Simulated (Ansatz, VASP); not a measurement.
One calculation of B5N, two programs

```
B N
1.0
     3.29555    0.00000    0.00000
    -1.64777    2.85403    0.00000
     0.00000    0.00000    5.50188
B N
5 1
Direct
  0.50000 0.50000 0.00000
  0.33333 0.66667 0.50000
  0.00000 0.50000 0.00000
  0.50000 0.00000 0.00000
  0.66667 0.33333 0.50000
  0.00000 0.00000 0.50000
```

Change from the starting cell: species swapped into the MgPd5 type (P-62m, No. 189).

Alike in both runs: functional PBE; k mesh 12 × 12 × 8; occupations gaussian, width 0.1 eV; no spin polarisation.

Ansatz relaxed the structure, and its values are those at the end. VASP's run is a single point on that final structure, the one shown.

|  | VASP | Ansatz |
| --- | --- | --- |
| version | VASP 6.6.1 | Ansatz 0.2.0 |
| potentials or method | VASP PAW PBE potentials, release 64 (B, N), cutoff 520 eV | scalar-relativistic, plane waves, PAW |
| valence electrons in the cell | 20 | 20 |

|  | VASP | Ansatz | Ansatz less VASP |
| --- | --- | --- | --- |
| gap on the k mesh at the Fermi level (eV) | none | none | - |
| pressure (GPa) | -0.1 | 0.0 | +0.09 |

A gap of «none» marks a metal or a gap that the smearing closes. The functional is the same, so the differences come from potentials, cutoffs and numerics.
